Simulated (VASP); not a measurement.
# KTaO3 (P4/mmm) in VASP: further runs, part 2 of 2

VASP 6.6.1.

## Step 3: Single point, PBEsol (volume 11.985 Å^3 an atom, c/a of the conventional cell 0.9228)

INCAR

```
PREC = Accurate
ENCUT = 520
EDIFF = 1E-6
ISMEAR = 0
SIGMA = 0.05
LREAL = False
LASPH = True
NELM = 60
ALGO = Normal
ISIF = 2
LWAVE = False
LCHARG = False
GGA = PS
NBANDS = 27
```

KPOINTS

```
Automatic mesh
0
Gamma
  8 8 8
```

POSCAR

```
KTaO3
1.0
    4.0194517430      0.0000000000      0.0000000000
    0.0000000000      4.0194517430      0.0000000000
    0.0000000000      0.0000000000      3.7091500685
K Ta O
1 1 3
Direct
    0.5000000000      0.5000000000      0.5000000000
    0.0000000000      0.0000000000      0.0000000000
    0.5000000000      0.0000000000      0.0000000000
    0.0000000000      0.5000000000      0.0000000000
    0.0000000000      0.0000000000      0.5000000000
```

Potentials or basis: VASP PAW PBE potentials, release 64 (K_sv, Ta_pv, O).

Launch:

```bash
cat potpaw_PBE.64/K_sv/POTCAR potpaw_PBE.64/Ta_pv/POTCAR potpaw_PBE.64/O/POTCAR > POTCAR
mpirun -np 1 vasp_std > vasp.out
```

OUTCAR:

```text
PREC = Accurate
   ENCUT = 520
   EDIFF = 1E-6
   ISMEAR = 0
   LREAL = False
   LASPH = True
   NELM = 60
   ISIF = 2
   GGA = PS

 ion  position               nearest neighbor table
   1  0.500  0.500  0.500-   3 2.73   4 2.73   3 2.73   4 2.73   3 2.73   3 2.73   4 2.73   4 2.73
                             5 2.84   5 2.84   5 2.84   5 2.84   2 3.39   2 3.39   2 3.39   2 3.39
   2  0.000  0.000  0.000-   5 1.85   5 1.85   3 2.01   4 2.01   4 2.01   3 2.01   1 3.39   1 3.39
                             1 3.39   1 3.39   1 3.39   1 3.39   1 3.39   1 3.39
   3  0.500  0.000  0.000-   2 2.01   2 2.01   1 2.73   1 2.73   1 2.73   1 2.73
   4  0.000  0.500  0.000-   2 2.01   2 2.01   1 2.73   1 2.73   1 2.73   1 2.73
[... 928 lines left out ...]
  Total        0.8571690      0.8571690     16.9015003      0.0000000      0.0000000      0.0000000
  in kB       22.9175917     22.9175917    451.8848674      0.0000000      0.0000000      0.0000000
  external PRESSURE =     165.9066836 kB  Pullay stress =       0.0000000 kB

 VOLUME and BASIS-vectors are now :
 -----------------------------------------------------------------------------
  energy-cutoff  :      520.00
  volume of cell :       59.92
      direct lattice vectors                 reciprocal lattice vectors
     4.019451743  0.000000000  0.000000000     0.248790149  0.000000000  0.000000000
     0.000000000  4.019451743  0.000000000     0.000000000  0.248790149  0.000000000
     0.000000000  0.000000000  3.709150069     0.000000000  0.000000000  0.269603543

 POSITION                                       TOTAL-FORCE (eV/Angst)
 -----------------------------------------------------------------------------------
      2.00973      2.00973      1.85458         0.000000      0.000000      0.000000
      0.00000      0.00000      0.00000         0.000000      0.000000      0.000000
      2.00973      0.00000      0.00000         0.000000      0.000000      0.000000
      0.00000      2.00973      0.00000         0.000000      0.000000      0.000000
      0.00000      0.00000      1.85458         0.000000      0.000000      0.000000
 -----------------------------------------------------------------------------------
    total drift:                                0.000000     -0.000000      0.000000

  FREE ENERGIE OF THE ION-ELECTRON SYSTEM (eV)
  ---------------------------------------------------
  free  energy   TOTEN  =       -42.3591041521 eV

  energy  without entropy=      -42.3591041521  energy(sigma->0) =      -42.35910415
```

OSZICAR:

```text
N       E                     dE             d eps       ncg     rms          rms(c)
DAV:   1     0.325221900027E+03    0.32522E+03   -0.20856E+04  4050   0.142E+03
DAV:   2    -0.308524118525E+02   -0.35607E+03   -0.34519E+03  4767   0.412E+02
DAV:   3    -0.493475762807E+02   -0.18495E+02   -0.18408E+02  5632   0.913E+01
DAV:   4    -0.500397611375E+02   -0.69218E+00   -0.69095E+00  6742   0.110E+01
DAV:   5    -0.500429338628E+02   -0.31727E-02   -0.31724E-02  5280   0.796E-01    0.391E+01
DAV:   6    -0.425936227071E+02    0.74493E+01   -0.30753E+01  4852   0.387E+01    0.157E+01
DAV:   7    -0.424346628253E+02    0.15896E+00   -0.15489E+00  5409   0.806E+00    0.105E+01
DAV:   8    -0.423690530817E+02    0.65610E-01   -0.28120E-01  4858   0.434E+00    0.211E+00
DAV:   9    -0.423597623300E+02    0.92908E-02   -0.24318E-02  5274   0.115E+00    0.282E-01
DAV:  10    -0.423591635933E+02    0.59874E-03   -0.88441E-03  5314   0.634E-01    0.190E-01
DAV:  11    -0.423590878339E+02    0.75759E-04   -0.89489E-04  5324   0.201E-01    0.368E-02
DAV:  12    -0.423590994811E+02   -0.11647E-04   -0.43196E-05  5347   0.448E-02    0.262E-02
DAV:  13    -0.423591040071E+02   -0.45260E-05   -0.65295E-06  5770   0.176E-02    0.526E-03
DAV:  14    -0.423591041521E+02   -0.14498E-06   -0.93865E-07  3689   0.686E-03
   1 F= -.42359104E+02 E0= -.42359104E+02  d E =-.676970E-25
```

stdout:

```text
POSCAR found type information on POSCAR K TaO
 POSCAR found :  3 types and       5 ions
 scaLAPACK will be used
 -----------------------------------------------------------------------------
|                                                                             |
|                                                                             |
|     You enforced a specific xc type in the INCAR file but a different       |
|     I HOPE YOU KNOW WHAT YOU ARE DOING!                                     |
|                                                                             |
 -----------------------------------------------------------------------------

 LDA part: xc-table for (Slater+PW92), standard interpolation
 POSCAR, INCAR and KPOINTS ok, starting setup
 FFT: planning ... GRIDC
 FFT: planning ... GRID_SOFT
 FFT: planning ... GRID
 WAVECAR not read
 entering main loop
```

Run time: 87 s. Hardware: 1 thread of Intel Xeon Platinum 8375C at 2.90GHz (Ice Lake), shared host; peak memory 0.25 GiB.

What came out:

| Item | Value |
| --- | --- |
| Free energy | -42.3591 eV |
| Pressure | 16.6 GPa |
| Band gap on the k mesh | 2.04 eV, indirect (least direct gap 2.54 eV) |

Stress tensor (GPa, compression positive):
```
 2.29  0.00  0.00
 0.00  2.29  0.00
 0.00  0.00 45.19
```

Levels at points of the mesh, in eV from the valence-band top:
```
           k point  band 16  band 17  band 18  band 19  band 20  band 21  band 22  band 23
(0.00, 0.00, 0.00)    -0.90    -0.62    -0.62    -0.50     2.04     2.19     2.19     6.43
(0.50, 0.00, 0.00)    -2.01    -1.69    -0.99    -0.74     2.34     4.95     4.95     7.17
(0.50, 0.50, 0.00)    -2.16    -2.16    -1.38    -0.08     4.98     4.98     6.21     9.60
(0.00, 0.00, 0.50)    -2.15    -1.65    -0.83    -0.83     2.34     6.14     6.14     6.77
(0.50, 0.00, 0.50)    -1.60    -1.35    -1.27    -0.16     5.03     6.15     7.16     7.63
(0.50, 0.50, 0.50)    -3.58    -0.07    -0.07     0.00     6.44     7.31     7.31     8.54
```

Caveat: the PAW data sets were made with another functional, which shifts forces and pressure a little; spin-orbit coupling is left out, which moves the levels of the heavy elements.
